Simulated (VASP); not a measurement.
Ag, 1 atom in the cell. Symmetry: Fm-3m, No. 225, cubic system. Conventional cell: a = 4.002 Å, b = 4.002 Å, c = 4.002 Å, α = 90.00°, β = 90.00°, γ = 90.00°. Within 3.7 Å of Ag (site symmetry m-3m) lie 12 Ag at 2.83 Å. 

```yaml
Program: VASP 6.6.1
Task: vibrations by perturbation theory
Functional: LDA
Potentials_or_basis: VASP PAW LDA potentials, release 64 (Ag)
Cutoff: 520 eV
k_mesh: 16 × 16 × 16
Occupations: fermi-dirac, width 0.15 eV
Spin: no spin polarisation
Dipole_correction: no
Further_INCAR_settings: ALGO = Normal; EDIFF = 1e-08; IBRION = 8; NSW = 1
```

Potentials or basis: VASP PAW LDA potentials, release 64 (Ag).

Run with:

```console
$ cat potpaw_LDA.64/Ag/POTCAR > POTCAR
$ mpirun -np 1 vasp_std > vasp.out
```

Hardware: 1 thread of Intel Xeon 8259CL, on a shared host.

Task: Estimate the wall time of this run.

Result: Wall time 91 s on 1 thread of Intel Xeon 8259CL (shared host), peak memory 0.24 GiB. Counts: scf iterations 23, k points 145.
